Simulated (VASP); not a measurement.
Au: single point with LDA

The system is Au.

```
Au
1.0
     0.00000    4.07000    4.07000
     4.07000    0.00000    4.07000
     2.03500    2.03500    0.00000
Au
4
Cartesian
  0.0403 0.0615 -0.0368
  1.9897 -0.0281 2.0992
  -0.0322 1.9986 2.0310
  2.0720 2.0823 4.0889
```

```json
{"Program": "VASP 6.6.1", "Task": "single point", "Functional": "LDA", "Potentials or basis": "VASP PAW LDA potentials, release 64 (Au)", "Cutoff": "520 eV", "k mesh": "4 × 4 × 8", "Occupations": "fermi-dirac, width 0.08 eV", "Spin": "no spin polarisation", "Dipole correction": "no", "Further INCAR settings": "ALGO = Normal; EDIFF = 1e-06; NBANDS = 30"}
```

- Pressure: -0.8 GPa
- Largest force: 0.709 eV/Å
- Band gap on the k mesh: zero (band 22 reaches 12.08 eV, above the bottom of band 23 at 7.46 eV)

Forces in eV/Å, atoms in the order of the input:
```
Au   0.005 -0.449  0.495
Au   0.122  0.310 -0.626
Au   0.261  0.133 -0.033
Au  -0.388  0.005  0.164
```

Stress tensor (GPa, compression positive):
```
-1.24 -0.59 -0.19
-0.59 -1.12 -0.44
-0.19 -0.44 -0.12
```

Levels at points of the mesh, in eV from the Fermi level:
| k point | band 20 | band 21 | band 22 | band 23 | band 24 | band 25 |
| --- | --- | --- | --- | --- | --- | --- |
| (0.00, 0.00, 0.00) | -1.68 | -1.62 | -1.03 | -1.01 | 0.98 | 3.14 |
| (0.50, 0.00, 0.00) | -2.93 | -1.89 | -1.88 | 1.05 | 1.07 | 5.38 |
| (0.00, 0.50, 0.00) | -2.81 | -1.91 | -1.88 | 0.96 | 1.17 | 5.37 |
| (0.50, 0.50, 0.00) | -3.11 | -2.62 | -2.49 | -0.27 | -0.25 | 8.53 |
| (0.00, 0.00, 0.50) | -1.63 | -1.00 | -0.95 | 0.98 | 0.99 | 3.09 |
| (0.50, 0.00, 0.50) | -1.82 | 0.94 | 0.97 | 1.11 | 1.18 | 5.28 |
| (0.00, 0.50, 0.50) | -1.81 | 0.93 | 0.96 | 1.13 | 1.17 | 5.21 |
| (0.50, 0.50, 0.50) | -1.62 | -0.44 | -0.08 | 4.72 | 4.72 | 6.12 |

It took 49 s on 1 thread of Intel(R) Xeon(R) 6975P-C (Granite Rapids), with other jobs on the host, peak memory 0.24 GiB.

Caveat: spin-orbit coupling is left out, which moves the levels of the heavy elements.
